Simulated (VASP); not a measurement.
# TiGePd3 (P4/mmm) in VASP: a series of runs, part 2 of 2

VASP 6.6.1.

## Step 3: Single point, PBE

This run uses another cell than the first one, of 23.11 Å³/atom, 1.404 times its volume.

Input file INCAR:

```
SYSTEM = TiGePd3
ALGO = Fast
EDIFF = 1E-7
ENCUT = 520
GGA = PE
ISIF = 2
ISMEAR = 0
LASPH = .True.
LCHARG = .True.
LELF = .True.
LREAL = .False.
LVHAR = .True.
LWAVE = .False.
NBANDS = 36
NELM = 100
PREC = Accurate
SIGMA = 0.1
```

Input file KPOINTS:

```
k-points
0
Gamma
  4 4 4
  0 0 0
```

Input file POSCAR:

```
TiGePd3
1.0
    4.9466421075      0.0000000000      0.0000000000
    0.0000000000      4.9466421075      0.0000000000
    0.0000000000      0.0000000000      4.7213934241
Ti Ge Pd
1 1 3
Direct
    0.0000000000      0.0000000000      0.5000000000
    0.5000000000      0.5000000000      0.5000000000
    0.0000000000      0.5000000000      0.5000000000
    0.5000000000      0.0000000000      0.5000000000
    0.5000000000      0.5000000000      0.0000000000
```

Potentials or basis: VASP PAW PBE potentials, release 64 (Ti_sv, Ge_d, Pd).

The run is started by

```sh
$ cat potpaw_PBE.64/Ti_sv/POTCAR potpaw_PBE.64/Ge_d/POTCAR potpaw_PBE.64/Pd/POTCAR > POTCAR
$ mpirun -np 1 vasp_std > vasp.out
```

Run time: 2.4 min. Hardware: 1 thread of Intel Xeon 6975P-C (Granite Rapids), shared host; peak memory 0.27 GiB.

The run converged. Its results:

| Quantity | Value |
| --- | --- |
| Free energy | -25.7698 eV |
| Pressure | 0.1 GPa |
| Band gap on the k mesh | zero (band 28 reaches 5.43 eV, above the bottom of band 29 at 4.93 eV) |

Levels at points of the mesh, in eV from the Fermi level:
```
           k point  band 25  band 26  band 27  band 28  band 29  band 30  band 31  band 32
(0.00, 0.00, 0.00)    -1.60    -1.60    -1.49    -1.04     0.32     0.38     1.16     1.16
(0.50, 0.00, 0.00)    -1.56    -1.50    -0.20    -0.14    -0.07     0.26     0.89     1.13
(0.50, 0.50, 0.00)    -1.56    -1.56    -1.53    -0.58    -0.14     0.04     0.04     0.04
(0.00, 0.00, 0.50)    -1.76    -1.55     0.08     0.37     0.37     0.88     1.10     1.10
(0.50, 0.00, 0.50)    -1.51    -0.83    -0.67     0.01     0.50     0.64     0.73     0.92
(0.50, 0.50, 0.50)    -1.25    -0.83    -0.66    -0.66    -0.13     0.08     0.08     0.20
```

## Step 4: Relaxation of cell and atoms, PBE

Input file INCAR:

```
SYSTEM = TiGePd3
ALGO = Fast ; EDIFF = 1E-6
EDIFFG = -0.04 ; ENCUT = 600
GGA = PE ; IBRION = 2
ISIF = 3 ; ISMEAR = 0
LASPH = .TRUE. ; LCHARG = .FALSE.
LREAL = .FALSE. ; LWAVE = .FALSE.
NELM = 100 ; NSW = 90
PREC = Accurate ; SIGMA = 0.1
```

Input file KPOINTS:

```
k-points
0
G
  4 4 4
  0 0 0
```

Edit POSCAR of step 3 so:

```diff
@@ -2,5 +2,5 @@
 1.0
-    4.9466421075      0.0000000000      0.0000000000
-    0.0000000000      4.9466421075      0.0000000000
-    0.0000000000      0.0000000000      4.7213934241
+    4.0013978000      0.0000000000      0.0000000000
+    0.0000000000      4.0013978000      0.0000000000
+    0.0000000000      0.0000000000      5.1392530900
 Ti Ge Pd
```

The run is started by

```sh
$ cat potpaw_PBE.64/Ti_sv/POTCAR potpaw_PBE.64/Ge_d/POTCAR potpaw_PBE.64/Pd/POTCAR > POTCAR
$ mpirun -np 1 vasp_std > vasp.out
```

Run time: 40 min. Hardware: 1 thread of Intel Xeon 6975P-C (Granite Rapids), shared host; peak memory 0.26 GiB.

The run converged. Its results:

```yaml
Free_energy: -25.7395 eV
Relaxed_volume: 23.08 Å³/atom
Relaxed_cell: a = 4.942 Å, b = 4.942 Å, c = 4.725 Å, α = 90.00°, β = 90.00°, γ = 90.00°
Space_group_after_relaxing_to_0.05_Å: P4/mmm (No. 123)
Energy_gained_by_relaxing: 2961.2 meV/atom
Ionic_steps: 19
Pressure_after_relaxing: 0.0 GPa
Band_gap_on_the_k_mesh: zero (band 28 reaches 5.43 eV, above the bottom of band 29 at 4.93 eV)
```

Step by step:
```
step  energy change (eV)  largest force (eV/Å)  pressure (GPa)  volume (Å³)
   1              0.0000                0.0000          112.38        82.29
   2              4.5299                0.0000          -28.06       272.40
   3              5.5947                0.0000            4.47       152.23
   4             -8.2164                0.0000           -5.19       153.98
   5            -12.6902                0.0000           -6.28       134.89
   6             -7.7677                0.0000           56.63        91.56
   7            -14.3158                0.0000           -6.59       130.49
   8            -13.9619                0.0000           10.00       110.15
   9            -14.5836                0.0000           -3.12       124.04
  10            -14.6182                0.0000           -2.99       122.53
  11            -14.6140                0.0000           -1.19       121.14
  12            -14.6193                0.0000           -1.80       121.94
  13            -14.7017                0.0000            3.81       111.72
  14            -14.7159                0.0000            2.18       114.34
  15            -14.7893                0.0000            0.23       114.35
  16            -14.8030                0.0000            0.82       114.38
  17            -14.8030                0.0000            0.70       114.37
  18            -14.8053                0.0000           -0.18       115.71
  19            -14.8058                0.0000            0.00       115.42
```

Final structure:
```xyz
5
Lattice="4.9423 0.0000 0.0000 0.0000 4.9423 0.0000 0.0000 0.0000 4.7253" Properties=species:S:1:pos:R:3 pbc="T T T"
Ti    0.0000    0.0000    2.3627
Ge    2.4711    2.4711    2.3627
Pd    0.0000    2.4711    2.3627
Pd    2.4711    0.0000    2.3627
Pd    2.4711    2.4711    4.7253
```

Levels at points of the mesh, in eV from the Fermi level:
| k point | band 24 | band 25 | band 26 | band 27 | band 28 | band 29 | band 30 | band 31 | band 32 | band 33 |
| --- | --- | --- | --- | --- | --- | --- | --- | --- | --- | --- |
| (0.00, 0.00, 0.00) | -1.66 | -1.60 | -1.60 | -1.49 | -1.05 | 0.32 | 0.39 | 1.16 | 1.16 | 1.69 |
| (0.50, 0.00, 0.00) | -1.60 | -1.56 | -1.50 | -0.20 | -0.13 | -0.07 | 0.27 | 0.89 | 1.13 | 1.55 |
| (0.50, 0.50, 0.00) | -1.91 | -1.56 | -1.56 | -1.52 | -0.58 | -0.14 | 0.04 | 0.04 | 0.05 | 0.43 |
| (0.00, 0.00, 0.50) | -2.23 | -1.75 | -1.55 | 0.08 | 0.36 | 0.36 | 0.88 | 1.11 | 1.11 | 8.71 |
| (0.50, 0.00, 0.50) | -1.87 | -1.51 | -0.83 | -0.67 | 0.01 | 0.50 | 0.64 | 0.73 | 0.92 | 1.10 |
| (0.50, 0.50, 0.50) | -1.50 | -1.25 | -0.82 | -0.66 | -0.66 | -0.13 | 0.08 | 0.08 | 0.20 | 0.73 |

Caveat: the k points lie up to 0.33 Å⁻¹ apart in the final cell; the volume moved by over 15 % at a fixed basis, so the end points are rough.

## Step 5: Single point, PBE, collinear spin, ferromagnetic start

This run uses another cell than the first one, of 23.11 Å³/atom, 1.404 times its volume.

Input file INCAR:

```
PREC = Accurate
ENCUT = 520
EDIFF = 1E-6
ISMEAR = 0
SIGMA = 0.1
LREAL = F
LASPH = T
NELM = 150
ALGO = Normal
ISIF = 2
LWAVE = F
LCHARG = F
ISPIN = 2
MAGMOM = 1 0 1 1 1
LORBIT = 11
LMAXMIX = 4
GGA = PE
NBANDS = 40
```

Input file KPOINTS:

```
regular mesh
0
Gamma
  4 4 4
```

Edit POSCAR of step 4 so:

```diff
@@ -2,5 +2,5 @@
 1.0
-    4.0013978000      0.0000000000      0.0000000000
-    0.0000000000      4.0013978000      0.0000000000
-    0.0000000000      0.0000000000      5.1392530900
+    4.9466421075      0.0000000000      0.0000000000
+    0.0000000000      4.9466421075      0.0000000000
+    0.0000000000      0.0000000000      4.7213934241
 Ti Ge Pd
```

Potentials or basis: VASP PAW PBE potentials, release 64 (Ti_sv, Ge_d, Pd).

The run is started by

```sh
$ cat potpaw_PBE.64/Ti_sv/POTCAR potpaw_PBE.64/Ge_d/POTCAR potpaw_PBE.64/Pd/POTCAR > POTCAR
$ mpirun -np 1 vasp_std > vasp.out
```

OUTCAR:

```text
PREC = Accurate
   ENCUT = 520
   EDIFF = 1E-6
   ISMEAR = 0
   LREAL = F
   LASPH = T
   NELM = 150
   ISIF = 2
   ISPIN = 2
   LORBIT = 11
   GGA = PE

 ion  position               nearest neighbor table
   1  0.000  0.000  0.500-   3 2.47   4 2.47   3 2.47   4 2.47
   2  0.500  0.500  0.500-   5 2.36   5 2.36   3 2.47   4 2.47   4 2.47   3 2.47
   3  0.000  0.500  0.500-   1 2.47   2 2.47   1 2.47   2 2.47   5 3.42   5 3.42   5 3.42   5 3.42

   4  0.500  0.000  0.500-   1 2.47   2 2.47   2 2.47   1 2.47   5 3.42   5 3.42   5 3.42   5 3.42

   5  0.500  0.500  0.000-   2 2.36   2 2.36   4 3.42   3 3.42   3 3.42   4 3.42   4 3.42   4 3.42
                             3 3.42   3 3.42

  LATTYP: Found a simple tetragonal cell.
 ALAT       =     4.9466421075
 C/A-ratio  =     0.9544643258

  Lattice vectors:

 A1 = (   4.9466421075,   0.0000000000,   0.0000000000)
 A2 = (   0.0000000000,   4.9466421075,   0.0000000000)
 A3 = (   0.0000000000,   0.0000000000,   4.7213934241)
[... 1752 lines left out ...]
  Direction    XX          YY          ZZ          XY          YZ          ZX
  --------------------------------------------------------------------------------------
  -------------------------------------------------------------------------------------
  Total        0.6272611      0.6272611     -0.2502989      0.0000000     -0.0000000      0.0000000
  in kB        8.6989688      8.6989688     -3.4711890      0.0000000     -0.0000000      0.0000000
  external PRESSURE =       4.6422495 kB  Pullay stress =       0.0000000 kB

 VOLUME and BASIS-vectors are now :
 -----------------------------------------------------------------------------
  energy-cutoff  :      520.00
  volume of cell :      115.53
      direct lattice vectors                 reciprocal lattice vectors
     4.946642107  0.000000000  0.000000000     0.202157338  0.000000000  0.000000000
     0.000000000  4.946642107  0.000000000     0.000000000  0.202157338  0.000000000
     0.000000000  0.000000000  4.721393424     0.000000000  0.000000000  0.211801879

 POSITION                                       TOTAL-FORCE (eV/Angst)
 -----------------------------------------------------------------------------------
      0.00000      0.00000      2.36070         0.000000      0.000000      0.000000
      2.47332      2.47332      2.36070         0.000000      0.000000      0.000000
      0.00000      2.47332      2.36070         0.000000      0.000000      0.000000
      2.47332      0.00000      2.36070         0.000000      0.000000      0.000000
      2.47332      2.47332      0.00000         0.000000      0.000000      0.000000
 -----------------------------------------------------------------------------------
    total drift:                               -0.000000      0.000000     -0.000000

  FREE ENERGIE OF THE ION-ELECTRON SYSTEM (eV)
  ---------------------------------------------------
  free  energy   TOTEN  =       -25.8436940204 eV

  energy  without entropy=      -25.8224782916  energy(sigma->0) =      -25.83308616

 total charge

# of ion       s       p       d       tot
------------------------------------------
    1        2.226   6.061   1.906  10.193
    2        1.123   1.264  10.098  12.485
    3        0.526   0.384   8.608   9.519
    4        0.526   0.384   8.608   9.519
    5        0.360   0.291   8.663   9.313
--------------------------------------------------
tot          4.761   8.385  37.883  51.029

 magnetization (x)

# of ion       s       p       d       tot
------------------------------------------
    1        0.026   0.010   1.032   1.068
    2       -0.001  -0.008   0.001  -0.007
    3        0.013   0.043  -0.046   0.010
    4        0.013   0.043  -0.046   0.010
    5       -0.023  -0.003   0.006  -0.020
--------------------------------------------------
tot          0.029   0.084   0.948   1.061
```

Run time: 2.2 min. Hardware: 1 thread of Intel Xeon 6975P-C (Granite Rapids), shared host; peak memory 0.36 GiB.

Results:

| Quantity | Value |
| --- | --- |
| Free energy | -25.8437 eV |
| Pressure | 0.5 GPa |
| Net moment | 1.28 μB per cell |
| Site moments | Ti +1.07; Ge -0.01; Pd +0.01, -0.02 μB |
| Valence electrons inside the program's atomic spheres | Ti 10.19; Ge 12.48; Pd 9.52, 9.31 |

## Step 6: The runs side by side

```csv
task,spin,cell,cutoff (eV),gap on the mesh (eV),pressure (GPa)
single point,off,"a = 4.001, b = 4.001, c = 5.139 Å, 5 atoms",520,none,112.4
single point,off,"a = 4.947, b = 4.947, c = 4.721 Å, 5 atoms",520,none,0.1
relaxation of cell and atoms,off,"relaxed from a = 4.001, b = 4.001, c = 5.139 Å, 5 atoms",600,none,0.0
single point,"collinear, ferromagnetic start","a = 4.947, b = 4.947, c = 4.721 Å, 5 atoms",520,none,0.5
```

Alike in all rows: level PBE; potentials or basis VASP PAW PBE potentials, release 64 (Ti_sv, Ge_d, Pd); k mesh 4 × 4 × 4; smearing gaussian 0.1 eV.

Caveats: some runs use coarse meshes; the volume moved by over 15 % at a fixed basis, so the end points are rough (some runs).

Total energies depend on the potentials used, so only differences within one code and one set of settings carry meaning.
